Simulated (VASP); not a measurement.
Wanted: the native input for a VASP 6.6.1 run.

| Property | Result |
| --- | --- |
| Task | single point |
| Functional | PBE |
| Potentials or basis | VASP PAW PBE potentials, release 64 (Si, Ni) |
| Cutoff | 520 eV |
| k mesh | 14 × 14 × 14 |
| Occupations | gaussian, width 0.15 eV |
| Spin | no spin polarisation |
| Dipole correction | no |
| Further INCAR settings | ALGO = Normal; EDIFF = 1e-06; NBANDS = 16 |

The structure of Si2Ni lies in POSCAR:

```
Si2Ni
1.0
    0.0000000000      2.6095555680      2.6095555680
    2.6095555680      0.0000000000      2.6095555680
    2.6095555680      2.6095555680      0.0000000000
Si Ni
2 1
Direct
    0.2500000000      0.2500000000      0.2500000000
    0.7500000000      0.7500000000      0.7500000000
    0.0000000000      0.0000000000      0.0000000000
```

One way to write it, as run:

INCAR

```
PREC = Accurate ; ENCUT = 520
EDIFF = 1E-6 ; ISMEAR = 0
SIGMA = 0.15 ; LREAL = F
LASPH = T ; NELM = 100
ALGO = Normal ; ISIF = 2
LWAVE = F ; LCHARG = T
GGA = PE ; LELF = T
LVHAR = T ; NBANDS = 16
```

KPOINTS

```
Automatic mesh
0
Gamma
  14 14 14
```

Potentials or basis: VASP PAW PBE potentials, release 64 (Si, Ni).

Launch:

```bash
$ cat potpaw_PBE.64/Si/POTCAR potpaw_PBE.64/Ni/POTCAR > POTCAR
$ mpirun -np 1 vasp_std > vasp.out
```

Results of the run:

| Quantity | Value |
| --- | --- |
| Pressure | 24.4 GPa |
| Band gap on the k mesh | zero (bands 9 and 10 overlap by 2.11 eV) |

Caveat: the cell stands under pressure.

Wall time 75 s on 1 thread of Intel(R) Xeon(R) Platinum 8259CL CPU @ 2.50GHz (Skylake/Cascade Lake) (shared host), peak memory 0.19 GiB.
